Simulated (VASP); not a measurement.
# SiC (3C silicon carbide) (F-43m) in VASP: notebook

SiC (3C silicon carbide) is run at these levels: r2SCAN; tasks: single point, relaxation of cell and atoms.

Everything below comes from runs of VASP 6.6.1. Logs are shortened: lines on timing, memory, paths and dates and some standing lists are left out, and cuts for length are marked.

## Step 1: The cell of the first run

It takes space group F-43m (No. 216, cubic). The conventional cell has a = 4.356 Å, b = 4.356 Å, c = 4.356 Å, α = 90.00°, β = 90.00°, γ = 90.00°. Within 2.5 Å of Si (site symmetry -43m) lie 4 C at 1.89 Å. C (site symmetry -43m) has 4 Si at 1.89 Å within 2.5 Å.

## Step 2: Single point, r2SCAN

The input, POSCAR:

```
SiC
1.0
    0.0000000000      2.1781491791      2.1781491791
    2.1781491791      0.0000000000      2.1781491791
    2.1781491791      2.1781491791      0.0000000000
Si C
1 1
Direct
    0.0000000000      0.0000000000      0.0000000000
    0.2500000000      0.2500000000      0.2500000000
```

The input, INCAR.step1:

```
ALGO = Normal
EDIFF = 1E-4
ENCUT = 520
GGA = PE
ISMEAR = 0
LASPH = T
LCHARG = F
LREAL = F
LWAVE = T
NBANDS = 11
NELM = 60
PREC = Accurate
SIGMA = 0.01
```

The input, INCAR.step2:

```
ALGO = Normal
EDIFF = 1E-6
ENCUT = 520
ISIF = 2
ISMEAR = 0
ISTART = 1
LASPH = T
LCHARG = F
LMIXTAU = T
LREAL = F
LWAVE = F
METAGGA = R2SCAN
NBANDS = 11
NELM = 60
PREC = Accurate
SIGMA = 0.01
```

The input, KPOINTS:

```
k-points
0
Gamma
  8 8 8
```

Potentials or basis: VASP PAW PBE potentials, release 64 (Si, C).

Started as:

```sh
> cat potpaw_PBE.64/Si/POTCAR potpaw_PBE.64/C/POTCAR > POTCAR
> cp INCAR.step1 INCAR
> mpirun -np 1 vasp_std > vasp.out
> cp INCAR.step2 INCAR
> mpirun -np 1 vasp_std > vasp.out
```

OUTCAR:

```text
EDIFF = 1E-6
   ENCUT = 520
   ISIF = 2
   ISMEAR = 0
   ISTART = 1
   LASPH = T
   LREAL = F
   METAGGA = R2SCAN
   NELM = 60
   PREC = Accurate

 ion  position               nearest neighbor table
   1  0.000  0.000  0.000-   2 1.89   2 1.89   2 1.89   2 1.89
   2  0.250  0.250  0.250-   1 1.89   1 1.89   1 1.89   1 1.89

  LATTYP: Found a face centered cubic cell.
 ALAT       =     4.3562983582

  Lattice vectors:

 A1 = (   0.0000000000,   2.1781491791,   2.1781491791)
 A2 = (   2.1781491791,   0.0000000000,   2.1781491791)
 A3 = (   2.1781491791,   2.1781491791,   0.0000000000)

Analysis of symmetry for initial positions (statically):
=====================================================================
 Subroutine PRICEL returns:
 Original cell was already a primitive cell.

 Routine SETGRP: Setting up the symmetry group for a
 face centered cubic supercell.

 Subroutine GETGRP returns: Found 24 space group operations
 (whereof 24 operations were pure point group operations)
 out of a pool of 48 trial point group operations.

The static configuration has the point symmetry T_d .

Analysis of symmetry for dynamics (positions and initial velocities):
=====================================================================
 Subroutine PRICEL returns:
 Original cell was already a primitive cell.

 Routine SETGRP: Setting up the symmetry group for a
 face centered cubic supercell.

 Subroutine GETGRP returns: Found 24 space group operations
 (whereof 24 operations were pure point group operations)
 out of a pool of 48 trial point group operations.

The dynamic configuration has the point symmetry T_d .

 Subroutine INISYM returns: Found 24 space group operations
 (whereof 24 operations are pure point group operations),
 and found     1 'primitive' translations

----------------------------------------------------------------------------------------

                                     Primitive cell

  volume of cell :      20.6677

  direct lattice vectors                    reciprocal lattice vectors
     0.000000000  2.178149179  2.178149179    -0.229552688  0.229552688  0.229552688
     2.178149179  0.000000000  2.178149179     0.229552688 -0.229552688  0.229552688
     2.178149179  2.178149179  0.000000000     0.229552688  0.229552688 -0.229552688

  length of vectors
     3.080368110  3.080368110  3.080368110     0.397596919  0.397596919  0.397596919

[... 87 lines left out ...]
   ISYM   =      2    0-nonsym 1-usesym 2-fastsym
   POTIM  = 0.5000    time-step for ionic-motion
   TEBEG  =    0.0;   TEEND  =   0.0 temperature during run
   PSTRESS=    0.0 pullay stress
   NELECT =       8.0000    total number of electrons
   NUPDOWN=      -1.0000    fix difference up-down
   EMIN   =  10.00;   EMAX   =-10.00  energy-range for DOS
   EFERMI =   0.00;   METHOD = LEGACY
   ISMEAR =     0;   SIGMA  =   0.01  broadening in eV -4-tet -1-fermi 0-gaus
   EFERMI_NEDOS =   21; number of points for ismear=-14 and -15
   IALGO  =     38    algorithm
   IMIX   =      4    mixing-type and parameters
     AMIX     =   0.40;   BMIX     =  1.00
     AMIX_MAG =   1.60;   BMIX_MAG =  1.00
  volume/ion in A,a.u.               =      10.33        69.74
  Fermi-wavevector in a.u.,A,eV,Ry     =   1.193092  2.254617 19.367460  1.423468
  Thomas-Fermi vector in A             =   2.329114
   LORBIT       =      0    0 simple, 1 ext, 2 COOP (PROOUT), +10 PAW based schemes
   METAGGA = R2SCAN    functional components
   LHFCALC =     F    Hartree Fock is set to
   AEXX    =    0.0000 exact exchange contribution
   IVDW    =     0    specifies the selected vdW correction
   LEPSILON=     F    determine dielectric tensor
   LRPA    =     F    only Hartree local field effects (RPA)
 non-spin polarized calculation
 Gauss-broadening in eV      SIGMA  =   0.01
  energy-cutoff  :      520.00
  volume of cell :       20.67
 maximum number of plane-waves:       568
   NGX = 11   NGY = 11   NGZ = 11

 number of electron       8.0000001 magnetization

 Free energy of the ion-electron system (eV)
  ---------------------------------------------------
  ext. energy  EPLUGINS =         0.00000000
  ---------------------------------------------------
  free energy    TOTEN  =       -19.32605907 eV

  energy without entropy =      -19.32605907  energy(sigma->0) =      -19.32605907

 E-fermi :   8.1020     XC(G=0): -11.9394

 val. band max:        7.9961568116   @ k =   0.0000   0.0000   0.0000
 cond. band min:       9.7198296537   @ k =   0.5000   0.5000   0.0000
 fundamental gap:      1.7236728421
 Fermi energy:         8.1020467026

 k-point     1 :       0.0000    0.0000    0.0000
  band No.  band energies     occupation
      1      -8.1930      2.00000
      2       7.9962      2.00000
      3       7.9962      2.00000
      4       7.9962      2.00000
      5      14.8448      0.00000
      6      15.8531      0.00000
      7      15.8531      0.00000
      8      15.8531      0.00000
      9      23.2112      0.00000
     10      23.2112      0.00000
     11      25.7783      0.00000
[... 309 lines left out ...]
 k-point    24 :      -0.3750    0.2500    0.1250
  band No.  band energies     occupation
      1      -3.9032      2.00000
      2      -0.0933      2.00000
      3       4.1456      2.00000
      4       5.6497      2.00000
      5      13.7772      0.00000
      6      15.8648      0.00000
      7      18.9079      0.00000
      8      19.8613      0.00000
      9      22.3463      0.00000
     10      25.2620      0.00000
     11      28.5516      0.00000

 [... further k-points ...]

------------------------ aborting loop because EDIFF is reached ----------------------------------------

  FORCE on cell =-STRESS in cart. coord.  units (eV):
  Direction    XX          YY          ZZ          XY          YZ          ZX
  --------------------------------------------------------------------------------------
  -------------------------------------------------------------------------------------
  Total       -0.0225142     -0.0225142     -0.0225142      0.0000000     -0.0000000      0.0000000
  in kB       -1.7453151     -1.7453151     -1.7453151      0.0000000     -0.0000000      0.0000000
  external PRESSURE =      -1.7453151 kB  Pullay stress =       0.0000000 kB

 VOLUME and BASIS-vectors are now :
 -----------------------------------------------------------------------------
  energy-cutoff  :      520.00
  volume of cell :       20.67
      direct lattice vectors                 reciprocal lattice vectors
     0.000000000  2.178149179  2.178149179    -0.229552688  0.229552688  0.229552688
     2.178149179  0.000000000  2.178149179     0.229552688 -0.229552688  0.229552688
     2.178149179  2.178149179  0.000000000     0.229552688  0.229552688 -0.229552688

 POSITION                                       TOTAL-FORCE (eV/Angst)
 -----------------------------------------------------------------------------------
      0.00000      0.00000      0.00000        -0.000000     -0.000000     -0.000000
      1.08907      1.08907      1.08907         0.000000      0.000000      0.000000
 -----------------------------------------------------------------------------------
    total drift:                               -0.000001     -0.000001     -0.000001

  FREE ENERGIE OF THE ION-ELECTRON SYSTEM (eV)
  ---------------------------------------------------
  free  energy   TOTEN  =       -19.3260590749 eV

  energy  without entropy=      -19.3260590749  energy(sigma->0) =      -19.32605907
```

OUTCAR.step1:

```text
EDIFF = 1E-4
   ENCUT = 520
   GGA = PE
   ISMEAR = 0
   LASPH = T
[... 556 lines left out ...]
 -----------------------------------------------------------------------------------
      0.00000      0.00000      0.00000        -0.000000     -0.000000     -0.000000
      1.08907      1.08907      1.08907         0.000000      0.000000      0.000000
 -----------------------------------------------------------------------------------
    total drift:                                0.000000      0.000000      0.000000

  FREE ENERGIE OF THE ION-ELECTRON SYSTEM (eV)
  ---------------------------------------------------
  free  energy   TOTEN  =       -15.0561502610 eV

  energy  without entropy=      -15.0561502610  energy(sigma->0) =      -15.05615026
```

OSZICAR.step1:

```text
N       E                     dE             d eps       ncg     rms          rms(c)
DAV:   1     0.304099543037E+01    0.30410E+01   -0.39467E+03   670   0.607E+02
DAV:   2    -0.163227659828E+02   -0.19364E+02   -0.18622E+02   822   0.108E+02
DAV:   3    -0.169129199819E+02   -0.59015E+00   -0.58898E+00   782   0.156E+01
DAV:   4    -0.169152511938E+02   -0.23312E-02   -0.23310E-02   733   0.123E+00
DAV:   5    -0.169152624605E+02   -0.11267E-04   -0.11267E-04   782   0.785E-02    0.882E+00
DAV:   6    -0.151139706121E+02    0.18013E+01   -0.64950E+00   716   0.114E+01    0.391E+00
DAV:   7    -0.150636522004E+02    0.50318E-01   -0.38332E-01   764   0.354E+00    0.179E+00
DAV:   8    -0.150559255488E+02    0.77267E-02   -0.20186E-02   722   0.946E-01    0.171E-01
DAV:   9    -0.150560380577E+02   -0.11251E-03   -0.15976E-03   791   0.229E-01    0.113E-01
DAV:  10    -0.150561482203E+02   -0.11016E-03   -0.23620E-04   685   0.934E-02    0.261E-02
DAV:  11    -0.150561502610E+02   -0.20406E-05   -0.40095E-05   394   0.335E-02
   1 F= -.15056150E+02 E0= -.15056150E+02  d E =-.842672E-15
```

It took 18 s on 1 thread of Intel Xeon 6975P-C, shared host; peak memory 0.14 GiB.

What came out:

```
Free energy            : -19.3261 eV
Pressure               : -0.2 GPa
Band gap on the k mesh : 1.72 eV, indirect (least direct gap 5.06 eV)
```

Levels at points of the mesh, in eV from the valence-band top:
| k point | band 1 | band 2 | band 3 | band 4 | band 5 | band 6 | band 7 | band 8 | band 9 |
| --- | --- | --- | --- | --- | --- | --- | --- | --- | --- |
| (0.00, 0.00, 0.00) | -16.19 | 0.00 | 0.00 | 0.00 | 6.85 | 7.86 | 7.86 | 7.86 | 15.22 |
| (0.50, 0.00, 0.00) | -12.56 | -8.83 | -1.11 | -1.11 | 6.00 | 7.76 | 7.76 | 10.96 | 17.43 |
| (0.50, 0.50, 0.00) | -11.10 | -8.05 | -3.34 | -3.34 | 1.72 | 4.83 | 15.14 | 15.14 | 16.01 |

Caveat: the PAW data sets were made with another functional, which shifts forces and pressure a little.

## Step 3: Relaxation of cell and atoms, r2SCAN

This run uses another cell than the first one, of 10.36 Å³/atom, 1.003 times its volume.

The input, POSCAR:

```
SiC
1.0
    0.0000000000      2.1800000000      2.1800000000
    2.1800000000      0.0000000000      2.1800000000
    2.1800000000      2.1800000000      0.0000000000
Si C
1 1
Direct
    0.0000000000      0.0000000000      0.0000000000
    0.2500000000      0.2500000000      0.2500000000
```

The input, INCAR.step1:

```
SYSTEM = SiC
PREC = Accurate ; ENCUT = 600
ISMEAR = 0 ; SIGMA = 0.01
LREAL = .False. ; LASPH = .True.
NELM = 80 ; GGA = PE
ALGO = Normal ; EDIFF = 1E-4
LWAVE = .True. ; LCHARG = .False.
```

The input, INCAR.step2:

```
SYSTEM = SiC
PREC = Accurate ; ENCUT = 600
EDIFF = 1E-6 ; ISMEAR = 0
SIGMA = 0.01 ; LREAL = .False.
LASPH = .True. ; NELM = 80
ALGO = Normal ; ISIF = 3
LWAVE = .False. ; LCHARG = .False.
METAGGA = R2SCAN ; LMIXTAU = .True.
IBRION = 2 ; NSW = 80
EDIFFG = -0.002 ; ISTART = 1
```

The input, KPOINTS:

```
regular mesh
0
Gamma
  8 8 8
  0 0 0
```

Potentials or basis: VASP PAW PBE potentials, release 64 (Si, C).

Started as:

```sh
> cat potpaw_PBE.64/Si/POTCAR potpaw_PBE.64/C/POTCAR > POTCAR
> cp INCAR.step1 INCAR
> mpirun -np 1 vasp_std > vasp.out
> cp INCAR.step2 INCAR
> mpirun -np 1 vasp_std > vasp.out
```

Run time: 58 s. Hardware: 1 thread of Intel Xeon 6975P-C, shared host; peak memory 0.16 GiB.

The run converged. Its results:

- Free energy: -19.3282 eV
- Relaxed volume: 10.32 Å³/atom
- Relaxed cell: a = 3.079 Å, b = 3.079 Å, c = 3.079 Å, α = 60.00°, β = 60.00°, γ = 60.00°
- Space group after relaxing (to 0.05 Å): F-43m (No. 216)
- Energy gained by relaxing: 0.1 meV/atom
- Ionic steps: 3
- Pressure after relaxing: 0.0 GPa
- Band gap on the k mesh: 1.72 eV, indirect (least direct gap 5.06 eV)

The path:
```
step  energy change (eV)  largest force (eV/Å)  pressure (GPa)  volume (Å³)
   1              0.0000                0.0000           -0.91        20.72
   2              0.0000                0.0000            1.01        20.54
   3             -0.0002                0.0000           -0.01        20.64
```

Final structure:
```
CELL_PARAMETERS angstrom
0.00000 2.17703 2.17703
2.17703 0.00000 2.17703
2.17703 2.17703 0.00000
ATOMIC_POSITIONS crystal
Si 0.00000 0.00000 0.00000
C 0.25000 0.25000 0.25000
```

Levels at points of the mesh, in eV from the valence-band top:
```tsv
k point	band 1	band 2	band 3	band 4	band 5	band 6	band 7	band 8
(0.00, 0.00, 0.00)	-16.20	0.00	0.00	0.00	6.87	7.87	7.87	7.87
(0.50, 0.00, 0.00)	-12.57	-8.83	-1.11	-1.11	6.02	7.76	7.76	10.97
(0.50, 0.50, 0.00)	-11.10	-8.06	-3.34	-3.34	1.72	4.83	15.16	15.16
```

Caveat: the PAW data sets were made with another functional, which shifts forces and pressure a little.
